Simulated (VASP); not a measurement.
# SiSe2 (Ibam) in VASP: single point with PBE+D3(BJ)

Aim: the single point of SiSe2 with PBE+D3(BJ).

All numbers are computed with VASP 6.6.1; they aren't measurements. Logs are shortened: lines on timing, memory, paths and dates and some standing lists are left out, and cuts for length are marked.

### Step 1. The cell of the first run

It takes space group Ibam (No. 72, orthorhombic). The conventional cell has a = 5.760 Å, b = 6.030 Å, c = 9.760 Å, α = 90.00°, β = 90.00°, γ = 90.00°. Si (site symmetry 222) has 4 Se at 2.80 Å within 3.7 Å. Within 3.6 Å of Se (site symmetry m) lie 5 Se at 2.75 to 3.27 Å and 2 Si at 2.80 Å.

### Step 2. Single point, PBE+D3(BJ)

INCAR

```
ALGO = Normal
EDIFF = 1E-6
ENCUT = 500
GGA = PE
GGA_COMPAT = False
ISIF = 2
ISMEAR = 0
ISYM = 0
IVDW = 12
LASPH = True
LCHARG = False
LREAL = False
LWAVE = False
NBANDS = 63
NELM = 120
PREC = Accurate
SIGMA = 0.1
```

KPOINTS

```
Automatic mesh
0
Gamma
  4 4 4
  0.5 0.5 0.5
```

POSCAR

```
SiSe2
1.0
    0.0000000000      6.0300000000      0.0000000000
    0.0000000000      0.0000000000     -9.7600000000
   -8.6400000000     -3.0150000000      4.8800000000
Si Se
6 12
Direct
    0.3333333333      0.0833333333      0.6666666667
    0.6666666667      0.4166666667      0.3333333333
    0.0000000000      0.7500000000      0.0000000000
    0.3333333333      0.5833333333      0.6666666667
    0.6666666667      0.9166666667      0.3333333333
    1.0000000000      0.2500000000      0.0000000000
    0.1883333333      0.0673333333      0.1346666667
    0.5216666667      0.4006666667      0.8013333333
    0.8550000000      0.7340000000      0.4680000000
    0.8116666667      0.9326666667      0.8653333333
    0.1450000000      0.2660000000      0.5320000000
    0.4783333333      0.5993333333      0.1986666667
    0.3870000000      0.7660000000      0.5320000000
    0.7203333333      0.0993333333      0.1986666667
    0.0536666667      0.4326666667      0.8653333333
    0.6130000000      0.2340000000      0.4680000000
    0.9463333333      0.5673333333      0.1346666667
    0.2796666667      0.9006666667      0.8013333333
```

Potentials or basis: VASP PAW PBE potentials, release 64 (Si, Se).

Command:

```sh
$ cat potpaw_PBE.64/Si/POTCAR potpaw_PBE.64/Se/POTCAR > POTCAR
$ mpirun -np 1 vasp_std > vasp.out
```

OUTCAR:

```text
EDIFF = 1E-6
   ENCUT = 500
   GGA = PE
   ISIF = 2
   ISMEAR = 0
   ISYM = 0
   IVDW = 12
   LASPH = True
   LREAL = False
   NELM = 120
   PREC = Accurate
 IVDW          = 12

 ion  position               nearest neighbor table
   1  0.333  0.083  0.667-  18 2.80  13 2.80  11 2.80   8 2.80
   2  0.667  0.417  0.333-  12 2.80   9 2.80  14 2.80  16 2.80
   3  0.000  0.750  0.000-   7 2.80  15 2.80  10 2.80  17 2.80
   4  0.333  0.583  0.667-   8 2.80  11 2.80  18 2.80  13 2.80
   5  0.667  0.917  0.333-  14 2.80  16 2.80   9 2.80  12 2.80
   6  0.000  0.250  0.000-  10 2.80  17 2.80   7 2.80  15 2.80
   7  0.188  0.067  0.135-  10 2.75   3 2.80   6 2.80
   8  0.522  0.401  0.801-  11 2.75   4 2.80   1 2.80
   9  0.855  0.734  0.468-  12 2.75   2 2.80   5 2.80
  10  0.812  0.933  0.865-   7 2.75   6 2.80   3 2.80
  11  0.145  0.266  0.532-   8 2.75   4 2.80   1 2.80
  12  0.478  0.599  0.199-   9 2.75   2 2.80   5 2.80
  13  0.387  0.766  0.532-  18 2.75   1 2.80   4 2.80
  14  0.720  0.099  0.199-  16 2.75   5 2.80   2 2.80
  15  0.054  0.433  0.865-  17 2.75   3 2.80   6 2.80
  16  0.613  0.234  0.468-  14 2.75   5 2.80   2 2.80
  17  0.946  0.567  0.135-  15 2.75   6 2.80   3 2.80
  18  0.280  0.901  0.801-  13 2.75   1 2.80   4 2.80

IMPORTANT INFORMATION: All symmetrisations will be switched off!
NOSYMM: (Re-)initialisation of all symmetry stuff for point group C_1.

----------------------------------------------------------------------------------------

                                     Primitive cell

  volume of cell :     508.4882

  direct lattice vectors                    reciprocal lattice vectors
     0.000000000  6.030000000  0.000000000    -0.057870370  0.165837479  0.000000000
     0.000000000  0.000000000 -9.760000000    -0.057870370  0.000000000 -0.102459016
    -8.640000000 -3.015000000  4.880000000    -0.115740741  0.000000000  0.000000000

  length of vectors
     6.030000000  9.760000000 10.370835309     0.175644668  0.117672553  0.115740741

  position of ions in fractional coordinates (direct lattice)
     0.333333333  0.083333333  0.666666667
     0.666666667  0.416666667  0.333333333
     0.000000000  0.750000000  0.000000000
     0.333333333  0.583333333  0.666666667
     0.666666667  0.916666667  0.333333333
     0.000000000  0.250000000  0.000000000
[... 10 lines left out ...]
     0.946333333  0.567333333  0.134666667
     0.279666667  0.900666667  0.801333333

  ion indices of the primitive-cell ions
   primitive index   ion index
                 1           1
                 2           2
                 3           3
                 4           4
                 5           5
                 6           6
[... 10 lines left out ...]
                17          17
                18          18

----------------------------------------------------------------------------------------

 KPOINTS: Automatic mesh

Automatic generation of k-mesh.
 Grid dimensions read from file:
 generate k-points for:    4    4    4

 Generating k-lattice:

  Cartesian coordinates                     Fractional coordinates (reciprocal lattice)
    -0.014467593  0.041459370  0.000000000     0.250000000  0.000000000  0.000000000
    -0.014467593  0.000000000 -0.025614754     0.000000000  0.250000000  0.000000000
    -0.028935185  0.000000000  0.000000000     0.000000000  0.000000000  0.250000000

  Length of vectors
     0.043911167  0.029418138  0.028935185

  Shift w.r.t. Gamma in fractional coordinates (k-lattice)
     0.500000000  0.500000000  0.500000000

 Subroutine IBZKPT returns following result:
 ===========================================

 Found     64 irreducible k-points:

 Following reciprocal coordinates:
            Coordinates               Weight
  0.125000  0.125000  0.125000      2.000000
  0.125000 -0.125000 -0.250000      2.000000
 -0.125000  0.125000 -0.250000      2.000000
 -0.125000 -0.125000  0.375000      2.000000
  0.375000  0.125000  0.125000      2.000000
  0.375000 -0.125000  0.500000      2.000000
[... 16 lines left out ...]
  0.375000  0.375000  0.500000      2.000000
  0.375000 -0.375000  0.125000      2.000000
 [... further k-points ...]
   k-points           NKPTS =     64   k-points in BZ     NKDIM =     64   number of bands    NBANDS=     63
   number of dos      NEDOS =    301   number of ions     NIONS =     18
   total plane-waves  NPLWV = 276480
   dimension x,y,z NGX =    48 NGY =   72 NGZ =   80
   dimension x,y,z NGXF=    96 NGYF=  144 NGZF=  160
   ions per type =               6  12
   NGX,Y,Z   is equivalent  to a cutoff of  13.23, 12.26, 12.82 a.u.
   NGXF,Y,Z  is equivalent  to a cutoff of  26.47, 24.53, 25.65 a.u.
 SYSTEM =  unknown system
   PREC   = accura    normal or accurate (medium, high low for compatibility)
   ISTART =      0    job   : 0-new  1-cont  2-samecut
   ICHARG =      2    charge: 1-file 2-atom 10-const
   ISPIN  =      1    spin polarized calculation?
   LNONCOLLINEAR =      F non collinear calculations
   LSORBIT =      F    spin-orbit coupling
   LASPH  =      T    aspherical Exc in radial PAW
   ENCUT  =  500.0 eV  36.75 Ry    6.06 a.u.  10.99 17.79 18.91*2*pi/ulx,y,z
   NELM   =    120;   NELMIN=  2; NELMDL= -5     # of ELM steps
   EDIFF  = 0.1E-05   stopping-criterion for ELM
   LREAL  =      F    real-space projection
   EDIFFG = 0.1E-04   stopping-criterion for IOM
   NSW    =      0    number of steps for IOM
   IBRION =     -1    ionic relax: 0-MD 1-quasi-New 2-CG
   NFREE  =      0    steps in history (QN), initial steepest desc. (CG)
   ISIF   =      2    stress and relaxation
   ISYM   =      0    0-nonsym 1-usesym 2-fastsym
   POTIM  = 0.5000    time-step for ionic-motion
   TEBEG  =    0.0;   TEEND  =   0.0 temperature during run
   PSTRESS=    0.0 pullay stress
   NELECT =      96.0000    total number of electrons
   NUPDOWN=      -1.0000    fix difference up-down
   EMIN   =  10.00;   EMAX   =-10.00  energy-range for DOS
   EFERMI =   0.00;   METHOD = LEGACY
   ISMEAR =     0;   SIGMA  =   0.10  broadening in eV -4-tet -1-fermi 0-gaus
   EFERMI_NEDOS =   21; number of points for ismear=-14 and -15
   IALGO  =     38    algorithm
   IMIX   =      4    mixing-type and parameters
     AMIX     =   0.40;   BMIX     =  1.00
     AMIX_MAG =   1.60;   BMIX_MAG =  1.00
  volume/ion in A,a.u.               =      28.25       190.64
  Fermi-wavevector in a.u.,A,eV,Ry     =   0.939157  1.774750 12.000559  0.882016
  Thomas-Fermi vector in A             =   2.066441
   LORBIT       =      0    0 simple, 1 ext, 2 COOP (PROOUT), +10 PAW based schemes
   GGA     = PE    functional components
   LHFCALC =     F    Hartree Fock is set to
   AEXX    =    0.0000 exact exchange contribution
   IVDW    =    12    specifies the selected vdW correction
   LEPSILON=     F    determine dielectric tensor
   LRPA    =     F    only Hartree local field effects (RPA)
 non-spin polarized calculation
 Gauss-broadening in eV      SIGMA  =   0.10
  energy-cutoff  :      500.00
  volume of cell :      508.49
 maximum number of plane-waves:     12941
 NGX is ok and might be reduce to    48
   NGX = 21   NGY = 35   NGZ = 37

 number of electron      95.9999999 magnetization

 Free energy of the ion-electron system (eV)
  ---------------------------------------------------
  ext. energy  EPLUGINS =         0.00000000
  ---------------------------------------------------
  free energy    TOTEN  =       -61.93462701 eV

  energy without entropy =      -61.84228132  energy(sigma->0) =      -61.88845416

 E-fermi :   2.9637     XC(G=0):  -8.5868

 val. band max:        2.9584391477   @ k =  -0.1250   0.3750   0.5000
 cond. band min:       2.9662538654   @ k =   0.3750  -0.3750   0.5000
 fundamental gap:      0.0078147177
 Fermi energy:         2.9637307984

 k-point     1 :       0.1250    0.1250    0.1250
  band No.  band energies     occupation
      1     -11.6644      2.00000
      2     -11.5152      2.00000
      3     -11.0933      2.00000
      4     -10.9464      2.00000
      5     -10.3293      2.00000
      6     -10.1826      2.00000
[... 52 lines left out ...]
     59       4.4550      0.00000
     60       4.6866      0.00000

 k-point     2 :       0.1250   -0.1250   -0.2500
  band No.  band energies     occupation
      1     -11.6644      2.00000
      2     -11.5152      2.00000
      3     -11.0933      2.00000
      4     -10.9464      2.00000
      5     -10.3293      2.00000
      6     -10.1826      2.00000
[... 52 lines left out ...]
     59       4.4550      0.00000
     60       4.6866      0.00000

 k-point     3 :      -0.1250    0.1250   -0.2500
  band No.  band energies     occupation
      1     -11.6644      2.00000
      2     -11.5152      2.00000
      3     -11.0933      2.00000
      4     -10.9464      2.00000
      5     -10.3293      2.00000
      6     -10.1826      2.00000
[... 1312 lines left out ...]
     59       4.2763      0.00000
     60       4.2946      0.00000

 k-point    24 :       0.3750   -0.3750    0.1250
  band No.  band energies     occupation
      1     -11.3456      2.00000
      2     -11.1617      2.00000
      3     -10.9559      2.00000
      4     -10.8251      2.00000
      5     -10.7487      2.00000
      6     -10.6935      2.00000
[... 52 lines left out ...]
     59       4.2763      0.00000
     60       4.2946      0.00000

 [... further k-points ...]

 [bands above 60 left out]

------------------------ aborting loop because EDIFF is reached ----------------------------------------

 Edisp (eV)   -5.45350

 E8    (eV) :    -2.2154

  FORCE on cell =-STRESS in cart. coord.  units (eV):
  Direction    XX          YY          ZZ          XY          YZ          ZX
  --------------------------------------------------------------------------------------
  -------------------------------------------------------------------------------------
  Total     -14.22054   -16.43724   -16.32792     0.00002     0.00001     0.00005
  in kB     -44.80698   -51.79152   -51.44707     0.00006     0.00003     0.00015
  external pressure =      -49.35 kB  Pullay stress =        0.00 kB

 VOLUME and BASIS-vectors are now :
 -----------------------------------------------------------------------------
  energy-cutoff  :      500.00
  volume of cell :      508.49
      direct lattice vectors                 reciprocal lattice vectors
     0.000000000  6.030000000  0.000000000    -0.057870370  0.165837479  0.000000000
     0.000000000  0.000000000 -9.760000000    -0.057870370  0.000000000 -0.102459016
    -8.640000000 -3.015000000  4.880000000    -0.115740741  0.000000000  0.000000000

 POSITION                                       TOTAL-FORCE (eV/Angst)
 -----------------------------------------------------------------------------------
     -5.76000     -0.00000      2.44000         0.000015      0.000010      0.000017
     -2.88000      3.01500     -2.44000        -0.000014     -0.000009     -0.000017
      0.00000      0.00000     -7.32000        -0.000002      0.000000      0.000001
     -5.76000     -0.00000     -2.44000         0.000015      0.000009      0.000019
     -2.88000      3.01500     -7.32000        -0.000014     -0.000010     -0.000019
      0.00000      0.00000     -2.44000        -0.000000     -0.000001     -0.000001
[... 10 lines left out ...]
     -1.16352      5.30037     -4.88000         0.538459      0.067910      0.000014
     -6.92352     -0.72963     -4.88000         0.538406      0.067871      0.000040
 -----------------------------------------------------------------------------------
    total drift:                               -0.000004      0.000001     -0.000000

  FREE ENERGIE OF THE ION-ELECTRON SYSTEM (eV)
  ---------------------------------------------------
  free  energy   TOTEN  =       -67.3881258316 eV

  energy  without entropy=      -67.2957801413  energy(sigma->0) =      -67.34195299
```

It took 45 min on 1 thread of Intel Xeon Platinum 8488C (Sapphire Rapids), shared host; peak memory 1.5 GiB.

Results:

```yaml
Free_energy: -67.3881 eV
Pressure: -4.9 GPa
Largest_force: 0.543 eV/Å
Band_gap_on_the_k_mesh: zero (band 48 reaches 3.18 eV, above the bottom of band 49 at 2.78 eV)
Dispersion_energy_per_atom: -0.303 eV
```

Forces on the atoms (eV/Å):
```
Si   0.000  0.000  0.000
Si   0.000  0.000  0.000
Si   0.000  0.000  0.000
Si   0.000  0.000  0.000
Si   0.000  0.000  0.000
Si   0.000  0.000  0.000
Se   0.538 -0.068  0.000
Se   0.538 -0.068  0.000
Se   0.538 -0.068  0.000
Se  -0.538  0.068  0.000
Se  -0.538  0.068  0.000
Se  -0.538  0.068  0.000
Se  -0.538 -0.068  0.000
Se  -0.538 -0.068  0.000
Se  -0.538 -0.068  0.000
Se   0.538  0.068  0.000
Se   0.538  0.068  0.000
Se   0.538  0.068  0.000
```

Caveat: pairwise dispersion overbinds metals, which lowers pressure and volume.
